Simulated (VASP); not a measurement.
Input of a VASP 6.6.1 run:

File INCAR:

```
PREC = Accurate
ENCUT = 600
EDIFF = 1E-6
ISMEAR = 0
SIGMA = 0.1
LREAL = False
LASPH = True
NELM = 100
ALGO = Normal
ISIF = 3
LWAVE = False
LCHARG = False
GGA = PE
IBRION = 2
NSW = 90
EDIFFG = -0.04
```

KPOINTS

```
regular mesh
0
Gamma
  6 6 6
```

The input POSCAR:

```
Li3B4
1.0
   -2.1646466200      2.1646466200      3.2773259600
    2.1646466200     -2.1646466200      3.2773259600
    2.1646466200      2.1646466200     -3.2773259600
Li B
3 4
Direct
    0.6837102700      0.6837102700      0.0000000000
    0.3162897300      0.3162897300      0.0000000000
    0.0000000000      0.0000000000      0.0000000000
    0.7500000000      0.2500000000      0.5000000000
    0.2500000000      0.7500000000      0.5000000000
    0.5000000000      0.0000000000      0.5000000000
    0.0000000000      0.5000000000      0.5000000000
```

Potentials or basis: VASP PAW PBE potentials, release 64 (Li_sv, B).

Launch:

```sh
$ cat potpaw_PBE.64/Li_sv/POTCAR potpaw_PBE.64/B/POTCAR > POTCAR
$ mpirun -np 1 vasp_std > vasp.out
```

Problem. What does it give for the relaxed volume?

Solution. 10.22 Å³/atom.

Problem. Predict the relaxed cell.

Solution. a = 4.621 Å, b = 4.621 Å, c = 4.621 Å, α = 118.23°, β = 118.23°, γ = 93.09°.

Final structure:
```
CELL_PARAMETERS angstrom
-2.37214 2.37214 3.17845
2.37214 -2.37214 3.17845
2.37214 2.37214 -3.17845
ATOMIC_POSITIONS crystal
Li 0.66579 0.66579 0.00000
Li 0.33421 0.33421 0.00000
Li 0.00000 0.00000 0.00000
B 0.75000 0.25000 0.50000
B 0.25000 0.75000 0.50000
B 0.50000 0.00000 0.50000
B 0.00000 0.50000 0.50000
```

Caveat: the cutoff is under 1.25 times the usual one of these potentials, so pressure, stress and relaxed cells hold a basis-set (Pulay) error; the volume moved by over 15 % at a fixed basis, so the end points are rough.
